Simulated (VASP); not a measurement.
# In3SbTe2 (P-3m1) in VASP: relaxation of cell and atoms with PBE

Aim: the relaxation of cell and atoms of In3SbTe2 with PBE.

Everything below comes from runs of VASP 6.6.1. Logs are shortened: lines on timing, memory, paths and dates and some standing lists are left out, and cuts for length are marked.

## Step 1: The cell of the first run

Symmetry: P-3m1, No. 164, trigonal system. The conventional cell has a = 4.428 Å, b = 4.428 Å, c = 10.756 Å, α = 90.00°, β = 90.00°, γ = 120.00°. Within 4.1 Å of In (site symmetry -3m) lie 6 Te at 3.15 Å. Within 4.0 Å of In (site symmetry 3m) lie 3 Sb at 3.06 Å and 3 Te at 3.15 Å. Within 4.0 Å of Sb (site symmetry -3m) lie 6 In at 3.06 Å. Te (site symmetry 3m) has 6 In at 3.15 Å within 4.1 Å.

## Step 2: Relaxation of cell and atoms, PBE

File INCAR:

```
SYSTEM = In3SbTe2
  PREC = Accurate
  ENCUT = 600
  EDIFF = 1E-6
  ISMEAR = 0
  SIGMA = 0.1
  LREAL = .False.
  LASPH = .True.
  NELM = 80
  ALGO = Fast
  ISIF = 3
  LWAVE = .False.
  LCHARG = .False.
  GGA = PE
  IBRION = 2
  NSW = 100
  EDIFFG = -0.01
```

File KPOINTS:

```
regular mesh
0
Gamma
  12 12 4
  0 0 0
```

File POSCAR:

```
In3SbTe2
1.0
    4.4280962900      0.0000000000      0.0000000000
   -2.2140481500      3.8348438800      0.0000000000
    0.0000000000      0.0000000000     10.7564468400
In Sb Te
3 1 2
Direct
    0.0000000000      0.0000000000      0.5000000000
    0.3333333300      0.6666666700      0.1569260100
    0.6666666700      0.3333333300      0.8430739900
    0.0000000000      0.0000000000      0.0000000000
    0.3333333300      0.6666666700      0.6716859900
    0.6666666700      0.3333333300      0.3283140100
```

Potentials or basis: VASP PAW PBE potentials, release 64 (In_d, Sb, Te).

On the command line:

```bash
> cat potpaw_PBE.64/In_d/POTCAR potpaw_PBE.64/Sb/POTCAR potpaw_PBE.64/Te/POTCAR > POTCAR
> mpirun -np 1 vasp_std > vasp.out
```

OUTCAR:

```text
SYSTEM = In3SbTe2
   PREC = Accurate
   ENCUT = 600
   EDIFF = 1E-6
   ISMEAR = 0
   LREAL = .False.
   LASPH = .True.
   NELM = 80
   ISIF = 3
   GGA = PE
   IBRION = 2
   NSW = 100
   EDIFFG = -0.01

 ion  position               nearest neighbor table
   1  0.000  0.000  0.500-   5 3.15   6 3.15   6 3.15   5 3.15   6 3.15   5 3.15
   2  0.333  0.667  0.157-   4 3.06   4 3.06   4 3.06   6 3.15   6 3.15   6 3.15
   3  0.667  0.333  0.843-   4 3.06   4 3.06   4 3.06   5 3.15   5 3.15   5 3.15
   4  0.000  0.000  0.000-   2 3.06   3 3.06   3 3.06   2 3.06   3 3.06   2 3.06
   5  0.333  0.667  0.672-   3 3.15   3 3.15   3 3.15   1 3.15   1 3.15   1 3.15
   6  0.667  0.333  0.328-   2 3.15   2 3.15   2 3.15   1 3.15   1 3.15   1 3.15

  LATTYP: Found a hexagonal cell.
 ALAT       =     4.4280962900
 C/A-ratio  =     2.4291357133

  Lattice vectors:

 A1 = (   4.4280962900,   0.0000000000,   0.0000000000)
 A2 = (  -2.2140481500,   3.8348438800,   0.0000000000)
 A3 = (   0.0000000000,   0.0000000000,  10.7564468400)

Analysis of symmetry for initial positions (statically):
=====================================================================
 Subroutine PRICEL returns:
 Original cell was already a primitive cell.

 Routine SETGRP: Setting up the symmetry group for a
 hexagonal supercell.

 Subroutine GETGRP returns: Found 12 space group operations
 (whereof 12 operations were pure point group operations)
 out of a pool of 24 trial point group operations.

The static configuration has the point symmetry D_3d.

Analysis of symmetry for dynamics (positions and initial velocities):
=====================================================================
 Subroutine PRICEL returns:
 Original cell was already a primitive cell.

 Routine SETGRP: Setting up the symmetry group for a
 hexagonal supercell.

 Subroutine GETGRP returns: Found 12 space group operations
 (whereof 12 operations were pure point group operations)
 out of a pool of 24 trial point group operations.

The dynamic configuration has the point symmetry D_3d.

 Subroutine INISYM returns: Found 12 space group operations
 (whereof 12 operations are pure point group operations),
 and found     1 'primitive' translations

----------------------------------------------------------------------------------------

                                     Primitive cell

  volume of cell :     182.6558

  direct lattice vectors                    reciprocal lattice vectors
     4.428096290  0.000000000  0.000000000     0.225830681  0.130383405  0.000000000
    -2.214048150  3.834843880  0.000000000     0.000000000  0.260766809  0.000000000
     0.000000000  0.000000000 10.756446840     0.000000000  0.000000000  0.092967503

  length of vectors
     4.428096290  4.428096295 10.756446840     0.260766809  0.260766809  0.092967503

  position of ions in fractional coordinates (direct lattice)
     0.000000000  0.000000000  0.500000000
     0.333333330  0.666666670  0.156926010
     0.666666670  0.333333330  0.843073990
     0.000000000  0.000000000  0.000000000
     0.333333330  0.666666670  0.671685990
     0.666666670  0.333333330  0.328314010

  ion indices of the primitive-cell ions
   primitive index   ion index
                 1           1
                 2           2
                 3           3
                 4           4
                 5           5
                 6           6

----------------------------------------------------------------------------------------

 KPOINTS: regular mesh

Automatic generation of k-mesh.
 Grid dimensions read from file:
 generate k-points for:   12   12    4

 Generating k-lattice:

  Cartesian coordinates                     Fractional coordinates (reciprocal lattice)
     0.018819223  0.010865284  0.000000000     0.083333333  0.000000000  0.000000000
     0.000000000  0.021730567  0.000000000     0.000000000  0.083333333  0.000000000
     0.000000000  0.000000000  0.023241876     0.000000000  0.000000000  0.250000000

  Length of vectors
     0.021730567  0.021730567  0.023241876

  Shift w.r.t. Gamma in fractional coordinates (k-lattice)
     0.000000000  0.000000000  0.000000000

 Subroutine IBZKPT returns following result:
 ===========================================

 Found     69 irreducible k-points:

 Following reciprocal coordinates:
            Coordinates               Weight
  0.000000  0.000000  0.000000      1.000000
  0.083333 -0.000000  0.000000      6.000000
  0.166667 -0.000000  0.000000      6.000000
  0.250000 -0.000000  0.000000      6.000000
  0.333333  0.000000  0.000000      6.000000
  0.416667 -0.000000  0.000000      6.000000
[... 16 lines left out ...]
  0.166667 -0.000000  0.250000      6.000000
  0.000000  0.166667  0.250000      6.000000
 [... further k-points ...]
   k-points           NKPTS =     69   k-points in BZ     NKDIM =     69   number of bands    NBANDS=     33
   number of dos      NEDOS =    301   number of ions     NIONS =      6
   total plane-waves  NPLWV = 116640
   dimension x,y,z NGX =    36 NGY =   36 NGZ =   90
   dimension x,y,z NGXF=    72 NGYF=   72 NGZF=  180
   ions per type =               3   1   2
   NGX,Y,Z   is equivalent  to a cutoff of  13.52, 13.52, 13.91 a.u.
   NGXF,Y,Z  is equivalent  to a cutoff of  27.03, 27.03, 27.82 a.u.
 SYSTEM =  In3SbTe2
   PREC   = accura    normal or accurate (medium, high low for compatibility)
   ISTART =      0    job   : 0-new  1-cont  2-samecut
   ICHARG =      2    charge: 1-file 2-atom 10-const
   ISPIN  =      1    spin polarized calculation?
   LNONCOLLINEAR =      F non collinear calculations
   LSORBIT =      F    spin-orbit coupling
   LASPH  =      T    aspherical Exc in radial PAW
   ENCUT  =  600.0 eV  44.10 Ry    6.64 a.u.   8.84  8.84 21.48*2*pi/ulx,y,z
   NELM   =     80;   NELMIN=  2; NELMDL= -5     # of ELM steps
   EDIFF  = 0.1E-05   stopping-criterion for ELM
   LREAL  =      F    real-space projection
   EDIFFG = -.1E-01   stopping-criterion for IOM
   NSW    =    100    number of steps for IOM
   IBRION =      2    ionic relax: 0-MD 1-quasi-New 2-CG
   NFREE  =      1    steps in history (QN), initial steepest desc. (CG)
   ISIF   =      3    stress and relaxation
   ISYM   =      2    0-nonsym 1-usesym 2-fastsym
   POTIM  = 0.5000    time-step for ionic-motion
   TEBEG  =    0.0;   TEEND  =   0.0 temperature during run
   PSTRESS=    0.0 pullay stress
   NELECT =      56.0000    total number of electrons
   NUPDOWN=      -1.0000    fix difference up-down
   EMIN   =  10.00;   EMAX   =-10.00  energy-range for DOS
   EFERMI =   0.00;   METHOD = LEGACY
   ISMEAR =     0;   SIGMA  =   0.10  broadening in eV -4-tet -1-fermi 0-gaus
   EFERMI_NEDOS =   21; number of points for ismear=-14 and -15
   IALGO  =     68    algorithm
   IMIX   =      4    mixing-type and parameters
     AMIX     =   0.40;   BMIX     =  1.00
     AMIX_MAG =   1.60;   BMIX_MAG =  1.00
  volume/ion in A,a.u.               =      30.44       205.44
  Fermi-wavevector in a.u.,A,eV,Ry     =   1.103891  2.086052 16.579733  1.218576
  Thomas-Fermi vector in A             =   2.240356
   LORBIT       =      0    0 simple, 1 ext, 2 COOP (PROOUT), +10 PAW based schemes
   GGA     = PE    functional components
   LHFCALC =     F    Hartree Fock is set to
   AEXX    =    0.0000 exact exchange contribution
   IVDW    =     0    specifies the selected vdW correction
   LEPSILON=     F    determine dielectric tensor
   LRPA    =     F    only Hartree local field effects (RPA)
 conjugate gradient relaxation of ions
 non-spin polarized calculation
 RMM-DIIS sequential band-by-band and
 Gauss-broadening in eV      SIGMA  =   0.10
  energy-cutoff  :      600.00
  volume of cell :      182.66
 maximum number of plane-waves:      6126
   NGX = 17   NGY = 17   NGZ = 43

--------------------------------------- Ionic step        1  -------------------------------------------

 number of electron      56.0000018 magnetization

 Free energy of the ion-electron system (eV)
  ---------------------------------------------------
  ext. energy  EPLUGINS =         0.00000000
  ---------------------------------------------------
  free energy    TOTEN  =       -19.34779184 eV

  energy without entropy =      -19.33720900  energy(sigma->0) =      -19.34250042

------------------------ aborting loop because EDIFF is reached ----------------------------------------

  FORCE on cell =-STRESS in cart. coord.  units (eV):
  Direction    XX          YY          ZZ          XY          YZ          ZX
  --------------------------------------------------------------------------------------
  -------------------------------------------------------------------------------------
  Total       -0.4120283     -0.4120283     -0.1861352      0.0000000      0.0000000     -0.0000000
  in kB       -3.6141327     -3.6141327     -1.6326970      0.0000000      0.0000000     -0.0000000
  external PRESSURE =      -2.9536541 kB  Pullay stress =       0.0000000 kB
[... 101 lines left out ...]
  FREE ENERGIE OF THE ION-ELECTRON SYSTEM (eV)
  ---------------------------------------------------
  free  energy   TOTEN  =       -19.3500983069 eV

  energy  without entropy=      -19.3395966507  energy(sigma->0) =      -19.34484748

[... ionic steps 4 to 13 ...]

--------------------------------------- Ionic step       14  -------------------------------------------

 number of electron      56.0000019 magnetization

------------------------ aborting loop because EDIFF is reached ----------------------------------------
[... 75 lines left out ...]
--------------------------------------- Ionic step       16  -------------------------------------------

 number of electron      56.0000019 magnetization

 Free energy of the ion-electron system (eV)
  ---------------------------------------------------
  ext. energy  EPLUGINS =         0.00000000
  ---------------------------------------------------
  free energy    TOTEN  =       -19.35213304 eV

  energy without entropy =      -19.34167555  energy(sigma->0) =      -19.34690429

 E-fermi :   6.3356     XC(G=0):  -9.5155

 val. band max:        6.3161620760   @ k =   0.1667   0.1667   0.0000
 cond. band min:       6.3476550044   @ k =   0.4167   0.0833   0.2500
 fundamental gap:      0.0314929284
 Fermi energy:         6.3356391230

 k-point     1 :       0.0000    0.0000    0.0000
  band No.  band energies     occupation
      1      -8.2053      2.00000
      2      -8.2053      2.00000
      3      -8.1959      2.00000
      4      -8.1959      2.00000
      5      -8.1768      2.00000
      6      -8.1768      2.00000
[... 853 lines left out ...]
     32       9.1281      0.00000
     33       9.3793      0.00000

 [... further k-points ...]

------------------------ aborting loop because EDIFF is reached ----------------------------------------

  FORCE on cell =-STRESS in cart. coord.  units (eV):
  Direction    XX          YY          ZZ          XY          YZ          ZX
  --------------------------------------------------------------------------------------
  -------------------------------------------------------------------------------------
  Total       -0.0000742     -0.0000742     -0.0013996      0.0000000      0.0000000      0.0000000
  in kB       -0.0006557     -0.0006557     -0.0123599      0.0000000      0.0000000      0.0000000
  external PRESSURE =      -0.0045571 kB  Pullay stress =       0.0000000 kB
[... 21 lines left out ...]
  FREE ENERGIE OF THE ION-ELECTRON SYSTEM (eV)
  ---------------------------------------------------
  free  energy   TOTEN  =       -19.3521330416 eV

  energy  without entropy=      -19.3416755469  energy(sigma->0) =      -19.34690429

 reached required accuracy - stopping structural energy minimisation
```

It took 1.6 h on 1 thread of Oxide Virtual Turin-like, shared host; peak memory 0.66 GiB.

Results:

```yaml
Free_energy: -19.3521 eV
Relaxed_volume: 30.24 Å³/atom
Relaxed_cell: a = 4.411 Å, b = 4.411 Å, c = 10.769 Å, α = 90.00°, β = 90.00°, γ = 120.00°
Space_group_after_relaxing_to_0.1_Å: P-3m1 (No. 164)
Energy_gained_by_relaxing: 0.7 meV/atom
Ionic_steps: 16
Pressure_after_relaxing: 0.0 GPa
Largest_force_after_relaxing: 0.006 eV/Å
Band_gap_on_the_k_mesh: zero (bands 28 and 29 overlap by 1.51 eV)
```

Forces in eV/Å, atoms in the order of the input:
```
In   0.000  0.000  0.000
In   0.000  0.000  0.006
In   0.000  0.000 -0.006
Sb   0.000  0.000  0.000
Te   0.000  0.000 -0.003
Te   0.000  0.000  0.003
```

Step by step:
```tsv
step	energy change (eV)	largest force (eV/Å)	pressure (GPa)	volume (Å³)
1	0.0000	0.0929	-0.30	182.66
2	-0.0023	0.0666	0.12	181.18
3	-0.0023	0.0748	0.04	181.21
4	-0.0031	0.0518	0.02	181.32
5	-0.0041	0.0216	-0.05	181.62
6	-0.0041	0.0195	-0.08	181.65
7	-0.0042	0.0148	0.15	181.09
8	-0.0042	0.0165	0.03	181.29
9	-0.0042	0.0168	0.01	181.32
10	-0.0042	0.0165	0.02	181.30
11	-0.0042	0.0167	0.03	181.31
12	-0.0043	0.0110	0.02	181.29
13	-0.0043	0.0146	0.03	181.27
14	-0.0043	0.0038	-0.07	181.50
15	-0.0043	0.0107	-0.01	181.42
16	-0.0043	0.0064	0.00	181.43
```

Final structure:
```
CELL_PARAMETERS angstrom
4.41062 0.00000 0.00000
-2.20531 3.81971 0.00000
0.00000 0.00000 10.76911
ATOMIC_POSITIONS crystal
In 0.00000 0.00000 0.50000
In 0.33333 0.66667 0.15498
In 0.66667 0.33333 0.84502
Sb 0.00000 0.00000 0.00000
Te 0.33333 0.66667 0.66994
Te 0.66667 0.33333 0.33006
```

Levels at points of the mesh, in eV from the Fermi level:
| k point | band 26 | band 27 | band 28 | band 29 | band 30 | band 31 |
| --- | --- | --- | --- | --- | --- | --- |
| (0.00, 0.00, 0.00) | -0.97 | -0.10 | -0.10 | 1.37 | 1.48 | 2.73 |
| (0.50, 0.00, 0.00) | -1.81 | -1.68 | -1.10 | 0.07 | 0.40 | 3.07 |
| (0.00, 0.00, 0.50) | -0.09 | -0.09 | 0.42 | 0.65 | 1.63 | 2.25 |
| (0.50, 0.00, 0.50) | -1.63 | -1.31 | -0.60 | -0.57 | 1.62 | 2.28 |

Caveat: spin-orbit coupling is left out, which moves the levels of the heavy elements.

The gap in the log of VASP goes by the Fermi energy; the results here count the filled bands.